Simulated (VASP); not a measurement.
# Au (I4/mmm) in VASP: further runs, part 2 of 2

VASP 6.6.1.

## 3. Single point, r2SCAN (strain +0.025 along x and y, -0.050 along z)

POSCAR reads:

```
Au
1.0
   -1.6786301820      1.6786301820      1.5558035833
    1.6786301820     -1.6786301820      1.5558035833
    1.6786301820      1.6786301820     -1.5558035833
Au
1
Direct
    0.0000000000      0.0000000000      0.0000000000
```

INCAR.step1 reads:

```
SYSTEM = Au
PREC = Accurate
ENCUT = 520
ISMEAR = 0
SIGMA = 0.15
LREAL = .FALSE.
LASPH = .TRUE.
NELM = 100
NBANDS = 12
GGA = PE
ALGO = Normal
EDIFF = 1E-4
LWAVE = .TRUE.
LCHARG = .FALSE.
```

INCAR.step2 reads:

```
SYSTEM = Au
PREC = Accurate
ENCUT = 520
EDIFF = 1E-6
ISMEAR = 0
SIGMA = 0.15
LREAL = .FALSE.
LASPH = .TRUE.
NELM = 100
ALGO = Normal
ISIF = 2
LWAVE = .FALSE.
LCHARG = .FALSE.
METAGGA = R2SCAN
LMIXTAU = .TRUE.
NBANDS = 12
ISTART = 1
```

KPOINTS reads:

```
Automatic mesh
0
G
  26 26 26
  0 0 0
```

Potentials or basis: VASP PAW PBE potentials, release 64 (Au).

Started as:

```console
> cat potpaw_PBE.64/Au/POTCAR > POTCAR
> cp INCAR.step1 INCAR
> mpirun -np 1 vasp_std > vasp.out
> cp INCAR.step2 INCAR
> mpirun -np 1 vasp_std > vasp.out
```

Wall time 4.5 min (1 thread of Intel Xeon 6975P-C (Granite Rapids), shared host); peak memory 0.38 GiB.

Results (log left out):

```
Free energy : -50.5786 eV
Pressure    : 0.9 GPa
```

Stress tensor (GPa, compression positive):
```
1.09 0.00 0.00
0.00 1.09 0.00
0.00 0.00 0.47
```

Levels at points of the mesh, in eV from the Fermi level:
```csv
k point,band 3,band 4,band 5,band 6,band 7,band 8,band 9,band 10
"(0.00, 0.00, 0.00)",-4.83,-4.83,-3.50,-2.89,16.87,16.87,18.40,23.96
"(0.50, 0.00, 0.00)",-3.29,-2.66,-1.61,-0.23,3.73,12.69,13.70,21.57
"(0.50, 0.50, 0.00)",-3.71,-3.14,-1.68,-0.67,3.06,13.82,15.54,22.63
"(0.50, 0.50, 0.50)",-2.04,-2.04,-1.87,5.84,5.84,8.16,9.52,15.60
```

Caveat: the cell differs from its parent crystal (strain +0.025 along x and y, -0.050 along z); the PAW data sets were made with another functional, which shifts forces and pressure a little; spin-orbit coupling is left out, which moves the levels of the heavy elements.

## 4. Single point, r2SCAN (strain -0.050 along x and y, +0.025 along z)

POSCAR reads:

```
Au
1.0
   -1.5558035833      1.5558035833      1.6786301820
    1.5558035833     -1.5558035833      1.6786301820
    1.5558035833      1.5558035833     -1.6786301820
Au
1
Direct
    0.0000000000      0.0000000000      0.0000000000
```

INCAR.step1 reads:

```
  PREC = Accurate
  ENCUT = 520
  ISMEAR = 0
  SIGMA = 0.15
  LREAL = F
  LASPH = T
  NELM = 80
  NBANDS = 12
  GGA = PE
  ALGO = Normal
  EDIFF = 1E-4
  LWAVE = T
  LCHARG = F
```

INCAR.step2 reads:

```
  PREC = Accurate
  ENCUT = 520
  EDIFF = 1E-6
  ISMEAR = 0
  SIGMA = 0.15
  LREAL = F
  LASPH = T
  NELM = 80
  ALGO = Normal
  ISIF = 2
  LWAVE = F
  LCHARG = F
  METAGGA = R2SCAN
  LMIXTAU = T
  NBANDS = 12
  ISTART = 1
```

KPOINTS reads:

```
Automatic mesh
0
Gamma
  26 26 26
```

Started as:

```console
> cat potpaw_PBE.64/Au/POTCAR > POTCAR
> cp INCAR.step1 INCAR
> mpirun -np 1 vasp_std > vasp.out
> cp INCAR.step2 INCAR
> mpirun -np 1 vasp_std > vasp.out
```

Wall time 7.7 min (1 thread of Intel Xeon Platinum 8488C (Sapphire Rapids), shared host); peak memory 0.36 GiB.

Results (log left out):

```yaml
Free_energy: -50.5163 eV
Pressure: 15.7 GPa
```

Stress tensor (GPa, compression positive):
```
15.44  0.00  0.00
 0.00 15.44  0.00
 0.00  0.00 16.24
```

Levels at points of the mesh, in eV from the Fermi level:
```tsv
k point	band 2	band 3	band 4	band 5	band 6	band 7	band 8	band 9	band 10	band 11
(0.00, 0.00, 0.00)	-5.60	-5.60	-5.08	-3.68	-3.08	16.52	17.88	17.88	24.32	26.35
(0.50, 0.00, 0.00)	-6.45	-3.87	-3.02	-1.63	-0.87	3.77	13.48	15.53	23.27	24.26
(0.50, 0.50, 0.00)	-7.04	-3.05	-2.88	-1.48	-0.40	4.45	12.43	13.68	21.95	23.12
(0.50, 0.50, 0.50)	-7.62	-2.11	-1.92	-1.92	5.18	7.49	7.49	10.46	16.75	18.13
```

Caveat: the cell differs from its parent crystal (strain -0.050 along x and y, +0.025 along z); the PAW data sets were made with another functional, which shifts forces and pressure a little; spin-orbit coupling is left out, which moves the levels of the heavy elements.

## 5. Single point, r2SCAN (strain -0.025 along x and y, +0.050 along z)

POSCAR reads:

```
Au
1.0
   -1.5967457828      1.5967457828      1.7195723815
    1.5967457828     -1.5967457828      1.7195723815
    1.5967457828      1.5967457828     -1.7195723815
Au
1
Direct
    0.0000000000      0.0000000000      0.0000000000
```

INCAR.step1 reads:

```
SYSTEM = Au
PREC     = Accurate       ! precision mode
ENCUT    = 520            ! plane-wave cutoff, eV
ISMEAR   = 0              ! smearing method
SIGMA    = 0.15           ! smearing width, eV
LREAL    = .FALSE.        ! projectors in reciprocal space
LASPH    = .TRUE.         ! aspherical terms in the spheres
NELM     = 100            ! most SCF steps
NBANDS   = 12             ! bands
GGA      = PE             ! functional
ALGO     = Normal         ! electronic algorithm
EDIFF    = 1E-4           ! SCF threshold, eV
LWAVE    = .TRUE.         ! write WAVECAR
LCHARG   = .FALSE.        ! write CHGCAR
```

INCAR.step2 reads:

```
SYSTEM = Au
PREC     = Accurate       ! precision mode
ENCUT    = 520            ! plane-wave cutoff, eV
EDIFF    = 1E-7           ! SCF threshold, eV
ISMEAR   = 0              ! smearing method
SIGMA    = 0.15           ! smearing width, eV
LREAL    = .FALSE.        ! projectors in reciprocal space
LASPH    = .TRUE.         ! aspherical terms in the spheres
NELM     = 100            ! most SCF steps
ALGO     = Normal         ! electronic algorithm
ISIF     = 2              ! what is computed and relaxed
LWAVE    = .FALSE.        ! write WAVECAR
LCHARG   = .FALSE.        ! write CHGCAR
METAGGA  = R2SCAN         ! meta-GGA
LMIXTAU  = .TRUE.       
NBANDS   = 12             ! bands
ISTART   = 1
```

KPOINTS reads:

```
Automatic mesh
0
G
  26 26 26
  0 0 0
```

Started as:

```console
> cat potpaw_PBE.64/Au/POTCAR > POTCAR
> cp INCAR.step1 INCAR
> mpirun -np 1 vasp_std > vasp.out
> cp INCAR.step2 INCAR
> mpirun -np 1 vasp_std > vasp.out
```

Wall time 11 min (1 thread of Intel Xeon Platinum 8259CL at 2.50GHz (Skylake/Cascade Lake), shared host); peak memory 0.38 GiB.

The run converged. Its results:

```
Free energy : -50.5781 eV
Pressure    : 0.8 GPa
```

Stress tensor (GPa, compression positive):
```
0.59 0.00 0.00
0.00 0.59 0.00
0.00 0.00 1.23
```

Levels at points of the mesh, in eV from the Fermi level:
```csv
k point,band 4,band 5,band 6,band 7,band 8,band 9
"(0.00, 0.00, 0.00)",-4.70,-3.44,-2.94,16.57,17.80,17.80
"(0.50, 0.00, 0.00)",-2.89,-1.67,-0.51,3.30,13.43,14.88
"(0.50, 0.50, 0.00)",-2.77,-1.55,-0.09,3.91,12.35,13.17
"(0.50, 0.50, 0.50)",-1.92,-1.92,5.18,7.33,7.33,9.49
```

Caveat: the cell differs from its parent crystal (strain -0.025 along x and y, +0.050 along z); the PAW data sets were made with another functional, which shifts forces and pressure a little; spin-orbit coupling is left out, which moves the levels of the heavy elements.

## 6. Single point, r2SCAN (strain +0.050 along x and y, -0.050 along z)

POSCAR reads:

```
Au
1.0
   -1.7195723815      1.7195723815      1.5558035833
    1.7195723815     -1.7195723815      1.5558035833
    1.7195723815      1.7195723815     -1.5558035833
Au
1
Direct
    0.0000000000      0.0000000000      0.0000000000
```

INCAR.step1 reads:

```
SYSTEM = Au
  ALGO = Normal
  EDIFF = 1E-4
  ENCUT = 520
  GGA = PE
  ISMEAR = 0
  LASPH = .True.
  LCHARG = .False.
  LREAL = .False.
  LWAVE = .True.
  NBANDS = 12
  NELM = 100
  PREC = Accurate
  SIGMA = 0.15
```

INCAR.step2 reads:

```
SYSTEM = Au
  ALGO = Normal
  EDIFF = 1E-7
  ENCUT = 520
  ISIF = 2
  ISMEAR = 0
  ISTART = 1
  LASPH = .True.
  LCHARG = .False.
  LMIXTAU = .True.
  LREAL = .False.
  LWAVE = .False.
  METAGGA = R2SCAN
  NBANDS = 12
  NELM = 100
  PREC = Accurate
  SIGMA = 0.15
```

KPOINTS reads:

```
k-points
0
Gamma
  26 26 26
  0 0 0
```

Potentials or basis: VASP PAW PBE potentials, release 64 (Au).

Started as:

```console
> cat potpaw_PBE.64/Au/POTCAR > POTCAR
> cp INCAR.step1 INCAR
> mpirun -np 1 vasp_std > vasp.out
> cp INCAR.step2 INCAR
> mpirun -np 1 vasp_std > vasp.out
```

It took 34 min on 1 thread of Oxide Virtual Turin-like, shared host; peak memory 0.36 GiB.

It converged, with:

- Free energy: -50.5667 eV
- Pressure: -5.6 GPa

Stress tensor (GPa, compression positive):
```
-5.27  0.00  0.00
 0.00 -5.27  0.00
 0.00  0.00 -6.20
```

Levels at points of the mesh, in eV from the Fermi level:
```csv
k point,band 3,band 4,band 5,band 6,band 7,band 8,band 9,band 10
"(0.00, 0.00, 0.00)",-4.52,-4.52,-3.49,-2.75,16.65,16.65,18.68,22.99
"(0.50, 0.00, 0.00)",-3.20,-2.48,-1.65,0.03,3.52,12.51,13.19,20.66
"(0.50, 0.50, 0.00)",-3.70,-3.09,-1.73,-0.53,2.66,14.05,15.54,21.99
"(0.50, 0.50, 0.50)",-2.04,-2.04,-1.83,5.58,5.58,8.57,8.79,14.87
```

Caveat: the cell differs from its parent crystal (strain +0.050 along x and y, -0.050 along z); the PAW data sets were made with another functional, which shifts forces and pressure a little; spin-orbit coupling is left out, which moves the levels of the heavy elements.

## 7. Overview

| cell | gap on the mesh (eV) | pressure (GPa) |
| --- | --- | --- |
| a = 2.909 Å, angles 107.5, 107.5, 113.4°, 1 atom | none | -8.4 |
| a = 2.838 Å, angles 107.5, 107.5, 113.5°, 1 atom | none | 0.9 |
| a = 2.767 Å, angles 111.6, 111.6, 105.3°, 1 atom | none | 15.7 |
| a = 2.838 Å, angles 111.5, 111.5, 105.4°, 1 atom | none | 0.8 |
| a = 2.887 Å, angles 106.9, 106.9, 114.8°, 1 atom | none | -5.6 |

Alike in all rows: task single point; level r2SCAN; potentials or basis VASP PAW PBE potentials, release 64 (Au); no spin polarisation; k mesh 26 × 26 × 26; cutoff (eV) 520; smearing gaussian 0.15 eV.

Caveats: the PAW data sets were made with another functional, which shifts forces and pressure a little; spin-orbit coupling is left out, which moves the levels of the heavy elements.

Absolute energies hang on the potentials; compare differences alone.
